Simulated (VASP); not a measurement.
# SnO2 (P-3m1) in VASP: notebook

The runs below take SnO2 through density of states, vibrations by perturbation theory, with LDA, PBE.

All numbers are computed with VASP 6.6.1; they aren't measurements. Logs are shortened: lines on timing, memory, paths and dates and some standing lists are left out, and cuts for length are marked.

### Step 1. The cell of the first run

Symmetry: P-3m1, No. 164, trigonal system. Conventional cell: a = 3.228 Å, b = 3.228 Å, c = 5.490 Å, α = 90.00°, β = 90.00°, γ = 120.00°. Sn (site symmetry -3m) has 6 O at 2.12 Å within 2.8 Å. Within 2.8 Å of O (site symmetry 3m) lie 3 Sn at 2.12 Å and 3 O at 2.75 Å.

### Step 2. Density of states, LDA

The input, POSCAR:

```
SnO2
1.0
    3.2277956240      0.0000000000      0.0000000000
   -1.6138978120      2.7953530086      0.0000000000
    0.0000000000      0.0000000000      5.4898739544
Sn O
1 2
Direct
    0.0000000000      0.0000000000      0.0000000000
    0.3333333333      0.6666666667      0.1842883270
    0.6666666667      0.3333333333      0.8157116730
```

The input, INCAR.step1:

```
SYSTEM = SnO2
ALGO     = Normal         ! electronic algorithm
EDIFF    = 1E-6           ! SCF threshold, eV
ENCUT    = 520            ! plane-wave cutoff, eV
GGA      = CA             ! functional
ISIF     = 2              ! what is computed and relaxed
ISMEAR   = 0              ! smearing method
LASPH    = .True.         ! aspherical terms in the spheres
LCHARG   = .True.         ! write CHGCAR
LREAL    = .False.        ! projectors in reciprocal space
LWAVE    = .False.        ! write WAVECAR
NBANDS   = 20             ! bands
NELM     = 60             ! most SCF steps
PREC     = Accurate       ! precision mode
SIGMA    = 0.02           ! smearing width, eV
```

The input, KPOINTS.step1:

```
k-points
0
Gamma
  12 12 6
  0 0 0
```

The input, INCAR.step2:

```
SYSTEM = SnO2
ALGO     = Normal         ! electronic algorithm
EDIFF    = 1E-6           ! SCF threshold, eV
ENCUT    = 520            ! plane-wave cutoff, eV
GGA      = CA             ! functional
ICHARG   = 11             ! starting density
ISIF     = 2              ! what is computed and relaxed
ISMEAR   = -5             ! smearing method
LASPH    = .True.         ! aspherical terms in the spheres
LCHARG   = .False.        ! write CHGCAR
LORBIT   = 11             ! projections on sites
LREAL    = .False.        ! projectors in reciprocal space
LWAVE    = .False.        ! write WAVECAR
NEDOS    = 1001           ! points of the DOS
NELM     = 60             ! most SCF steps
PREC     = Accurate       ! precision mode
SIGMA    = 0.02           ! smearing width, eV
```

The input, KPOINTS.step2:

```
k-points
0
Gamma
  18 18 9
  0 0 0
```

Potentials or basis: VASP PAW LDA potentials, release 64 (Sn_d, O).

Launch:

```bash
cat potpaw_LDA.64/Sn_d/POTCAR potpaw_LDA.64/O/POTCAR > POTCAR
cp INCAR.step1 INCAR
cp KPOINTS.step1 KPOINTS
mpirun -np 1 vasp_std > vasp.out
cp INCAR.step2 INCAR
cp KPOINTS.step2 KPOINTS
mpirun -np 1 vasp_std > vasp.out
```

OUTCAR:

```text
SYSTEM = SnO2
   EDIFF = 1E-6
   ENCUT = 520
   GGA = CA
   ICHARG = 11
   ISIF = 2
   ISMEAR = -5
   LASPH = .True.
   LORBIT = 11
   LREAL = .False.
   NELM = 60
   PREC = Accurate

 ion  position               nearest neighbor table
   1  0.000  0.000  0.000-   2 2.12   3 2.12   2 2.12   3 2.12   3 2.12   2 2.12
   2  0.333  0.667  0.184-   1 2.12   1 2.12   1 2.12
   3  0.667  0.333  0.816-   1 2.12   1 2.12   1 2.12

  LATTYP: Found a hexagonal cell.
 ALAT       =     3.2277956240
 C/A-ratio  =     1.7008121312

  Lattice vectors:

 A1 = (   3.2277956240,   0.0000000000,   0.0000000000)
 A2 = (  -1.6138978120,   2.7953530086,   0.0000000000)
 A3 = (   0.0000000000,   0.0000000000,   5.4898739544)

Analysis of symmetry for initial positions (statically):
=====================================================================
 Subroutine PRICEL returns:
 Original cell was already a primitive cell.

 Routine SETGRP: Setting up the symmetry group for a
 hexagonal supercell.

 Subroutine GETGRP returns: Found 12 space group operations
 (whereof 12 operations were pure point group operations)
 out of a pool of 24 trial point group operations.

The static configuration has the point symmetry D_3d.

Analysis of symmetry for dynamics (positions and initial velocities):
=====================================================================
 Subroutine PRICEL returns:
 Original cell was already a primitive cell.

 Routine SETGRP: Setting up the symmetry group for a
 hexagonal supercell.

 Subroutine GETGRP returns: Found 12 space group operations
 (whereof 12 operations were pure point group operations)
 out of a pool of 24 trial point group operations.

The dynamic configuration has the point symmetry D_3d.

 Subroutine INISYM returns: Found 12 space group operations
 (whereof 12 operations are pure point group operations),
 and found     1 'primitive' translations

----------------------------------------------------------------------------------------

                                     Primitive cell

  volume of cell :      49.5342

  direct lattice vectors                    reciprocal lattice vectors
     3.227795624  0.000000000  0.000000000     0.309808958  0.178868285  0.000000000
    -1.613897812  2.795353009  0.000000000     0.000000000  0.357736571  0.000000000
     0.000000000  0.000000000  5.489873954     0.000000000  0.000000000  0.182153545

  length of vectors
     3.227795624  3.227795624  5.489873954     0.357736571  0.357736571  0.182153545

  position of ions in fractional coordinates (direct lattice)
     0.000000000  0.000000000  0.000000000
     0.333333333  0.666666667  0.184288327
     0.666666667  0.333333333  0.815711673

  ion indices of the primitive-cell ions
   primitive index   ion index
                 1           1
                 2           2
                 3           3

----------------------------------------------------------------------------------------

 KPOINTS: k-points

Automatic generation of k-mesh.
 Grid dimensions read from file:
 generate k-points for:   18   18    9

 Generating k-lattice:

  Cartesian coordinates                     Fractional coordinates (reciprocal lattice)
     0.017211609  0.009937127  0.000000000     0.055555556  0.000000000  0.000000000
     0.000000000  0.019874254  0.000000000     0.000000000  0.055555556  0.000000000
     0.000000000  0.000000000  0.020239283     0.000000000  0.000000000  0.111111111

  Length of vectors
     0.019874254  0.019874254  0.020239283

  Shift w.r.t. Gamma in fractional coordinates (k-lattice)
     0.000000000  0.000000000  0.000000000

 TETIRR: Found   4263 inequivalent tetrahedra from    17496

 Subroutine IBZKPT returns following result:
 ===========================================

 Found    293 irreducible k-points:

 Following reciprocal coordinates:
            Coordinates               Weight
  0.000000  0.000000  0.000000      1.000000
  0.055556 -0.000000  0.000000      6.000000
  0.111111 -0.000000  0.000000      6.000000
  0.166667 -0.000000  0.000000      6.000000
  0.222222  0.000000  0.000000      6.000000
  0.277778 -0.000000  0.000000      6.000000
[... 16 lines left out ...]
  0.333333  0.111111  0.000000     12.000000
  0.388889  0.111111  0.000000     12.000000
 [... further k-points ...]
   k-points           NKPTS =    293   k-points in BZ     NKDIM =    293   number of bands    NBANDS=     17
   number of dos      NEDOS =   1001   number of ions     NIONS =      3
   total plane-waves  NPLWV =  24192
   dimension x,y,z NGX =    24 NGY =   24 NGZ =   42
   dimension x,y,z NGXF=    48 NGYF=   48 NGZF=   84
   ions per type =               1   2
   NGX,Y,Z   is equivalent  to a cutoff of  12.36, 12.36, 12.72 a.u.
   NGXF,Y,Z  is equivalent  to a cutoff of  24.72, 24.72, 25.44 a.u.
 SYSTEM =  SnO2
   PREC   = accura    normal or accurate (medium, high low for compatibility)
   ISTART =      0    job   : 0-new  1-cont  2-samecut
   ICHARG =     11    charge: 1-file 2-atom 10-const
   ISPIN  =      1    spin polarized calculation?
   LNONCOLLINEAR =      F non collinear calculations
   LSORBIT =      F    spin-orbit coupling
   LASPH  =      T    aspherical Exc in radial PAW
   ENCUT  =  520.0 eV  38.22 Ry    6.18 a.u.   6.00  6.00 10.21*2*pi/ulx,y,z
   NELM   =     60;   NELMIN=  2; NELMDL=  0     # of ELM steps
   EDIFF  = 0.1E-05   stopping-criterion for ELM
   LREAL  =      F    real-space projection
   EDIFFG = 0.1E-04   stopping-criterion for IOM
   NSW    =      0    number of steps for IOM
   IBRION =     -1    ionic relax: 0-MD 1-quasi-New 2-CG
   NFREE  =      0    steps in history (QN), initial steepest desc. (CG)
   ISIF   =      2    stress and relaxation
   ISYM   =      2    0-nonsym 1-usesym 2-fastsym
   POTIM  = 0.5000    time-step for ionic-motion
   TEBEG  =    0.0;   TEEND  =   0.0 temperature during run
   PSTRESS=    0.0 pullay stress
   NELECT =      26.0000    total number of electrons
   NUPDOWN=      -1.0000    fix difference up-down
   EMIN   =  10.00;   EMAX   =-10.00  energy-range for DOS
   EFERMI =   0.00;   METHOD = LEGACY
   ISMEAR =    -5;   SIGMA  =   0.02  broadening in eV -4-tet -1-fermi 0-gaus
   EFERMI_NEDOS =   21; number of points for ismear=-14 and -15
   IALGO  =     38    algorithm
   IMIX   =      4    mixing-type and parameters
     AMIX     =   0.40;   BMIX     =  1.00
     AMIX_MAG =   1.60;   BMIX_MAG =  1.00
  volume/ion in A,a.u.               =      16.51       111.42
  Fermi-wavevector in a.u.,A,eV,Ry     =   1.320579  2.495532 23.727579  1.743928
  Thomas-Fermi vector in A             =   2.450395
   LORBIT       =     11    0 simple, 1 ext, 2 COOP (PROOUT), +10 PAW based schemes
   GGA     = CA    functional components
   LHFCALC =     F    Hartree Fock is set to
   AEXX    =    0.0000 exact exchange contribution
   IVDW    =     0    specifies the selected vdW correction
   LEPSILON=     F    determine dielectric tensor
   LRPA    =     F    only Hartree local field effects (RPA)
 non-spin polarized calculation
 Fermi weights with tetrahedron method with Bloechl corrections
  energy-cutoff  :      520.00
  volume of cell :       49.53
 maximum number of plane-waves:      1362

 number of electron      25.9999998 magnetization

 Free energy of the ion-electron system (eV)
  ---------------------------------------------------
  ext. energy  EPLUGINS =         0.00000000
  ---------------------------------------------------
  free energy    TOTEN  =       -20.38031868 eV

  energy without entropy =      -20.38031868  energy(sigma->0) =      -20.38031868

 E-fermi :   1.4749     XC(G=0):  -9.6361

 val. band max:        1.4741838551   @ k =   0.2222   0.2222   0.0000
 cond. band min:       3.6182189149   @ k =   0.0000   0.0000   0.0000
 fundamental gap:      2.1440350599
 Fermi energy:         1.4748867597

 k-point     1 :       0.0000    0.0000    0.0000
  band No.  band energies     occupation
      1     -18.3140      2.00000
      2     -18.1266      2.00000
      3     -18.1266      2.00000
      4     -17.9133      2.00000
      5     -17.9133      2.00000
      6     -16.1269      2.00000
[... 9 lines left out ...]
     16      11.2379      0.00000
     17      12.4852      0.00000

 k-point     2 :       0.0556   -0.0000    0.0000
  band No.  band energies     occupation
      1     -18.3015      2.00000
      2     -18.1505      2.00000
      3     -18.1200      2.00000
      4     -17.9201      2.00000
      5     -17.9133      2.00000
      6     -16.1049      2.00000
[... 9 lines left out ...]
     16      11.1253      0.00000
     17      12.4470      0.00000

 k-point     3 :       0.1111   -0.0000    0.0000
  band No.  band energies     occupation
      1     -18.2799      2.00000
      2     -18.2070      2.00000
      3     -18.1017      2.00000
      4     -17.9356      2.00000
      5     -17.9124      2.00000
      6     -16.0373      2.00000
[... 9 lines left out ...]
     16      10.8110      0.00000
     17      12.3743      0.00000

 k-point     4 :       0.1667   -0.0000    0.0000
  band No.  band energies     occupation
      1     -18.3548      2.00000
      2     -18.1866      2.00000
      3     -18.0765      2.00000
      4     -17.9525      2.00000
      5     -17.9081      2.00000
      6     -15.9215      2.00000
[... 9 lines left out ...]
     16      10.4232      0.00000
     17      12.3414      0.00000
[... 343 lines left out ...]
      1     -18.6937      2.00000
      2     -18.1383      2.00000
      3     -18.0206      2.00000
      4     -17.9490      2.00000
      5     -17.8368      2.00000
      6     -15.2007      2.00000
[... 9 lines left out ...]
     16      10.6099      0.00000
     17      12.4774      0.00000

 k-point    23 :       0.3333    0.1111    0.0000
  band No.  band energies     occupation
      1     -18.7724      2.00000
      2     -18.1226      2.00000
      3     -18.0338      2.00000
      4     -17.9200      2.00000
      5     -17.8222      2.00000
      6     -14.9671      2.00000
[... 9 lines left out ...]
     16      11.1464      0.00000
     17      12.4788      0.00000

 k-point    24 :       0.3889    0.1111    0.0000
  band No.  band energies     occupation
      1     -18.8223      2.00000
      2     -18.1145      2.00000
      3     -18.0437      2.00000
      4     -17.8926      2.00000
      5     -17.8185      2.00000
      6     -14.7921      2.00000
[... 9 lines left out ...]
     16      11.5674      0.00000
     17      12.4673      0.00000

 [... further k-points ...]
[... 5 lines left out ...]
  --------------------------------------------------------------------------------------
  -------------------------------------------------------------------------------------
  Total       -2.3526843     -2.3526843     -1.4172825      0.0000000      0.0000000      0.0000000
  in kB      -76.0972870    -76.0972870    -45.8418289      0.0000000      0.0000000      0.0000000
  external PRESSURE =     -66.0121343 kB  Pullay stress =       0.0000000 kB

 VOLUME and BASIS-vectors are now :
 -----------------------------------------------------------------------------
  energy-cutoff  :      520.00
  volume of cell :       49.53
      direct lattice vectors                 reciprocal lattice vectors
     3.227795624  0.000000000  0.000000000     0.309808958  0.178868285  0.000000000
    -1.613897812  2.795353009  0.000000000     0.000000000  0.357736571  0.000000000
     0.000000000  0.000000000  5.489873954     0.000000000  0.000000000  0.182153545

 POSITION                                       TOTAL-FORCE (eV/Angst)
 -----------------------------------------------------------------------------------
      0.00000      0.00000      0.00000        -0.000000      0.000000      0.000000
     -0.00000      1.86357      1.01172         0.000000     -0.000000     -0.561680
      1.61390      0.93178      4.47815        -0.000000      0.000000      0.561680
 -----------------------------------------------------------------------------------
    total drift:                               -0.000000      0.000000      0.000000

  FREE ENERGIE OF THE ION-ELECTRON SYSTEM (eV)
  ---------------------------------------------------
  free  energy   TOTEN  =       -20.3803186765 eV

  energy  without entropy=      -20.3803186765  energy(sigma->0) =      -20.38031868

 total charge

# of ion       s       p       d       tot
------------------------------------------
    1        0.932   1.054  10.303  12.289
    2        1.566   3.397   0.000   4.962
    3        1.566   3.397   0.000   4.962
--------------------------------------------------
tot          4.063   7.847  10.303  22.214
```

Wall time 68 s (1 thread of Intel Xeon 6975P-C (Granite Rapids), shared host); peak memory 0.33 GiB.

Results:

- Valence electrons inside the program's atomic spheres: Sn 12.29; O 4.96

Caveat: spin-orbit coupling is left out, which moves the levels of the heavy elements.

(Continued in part 2 of 2.)
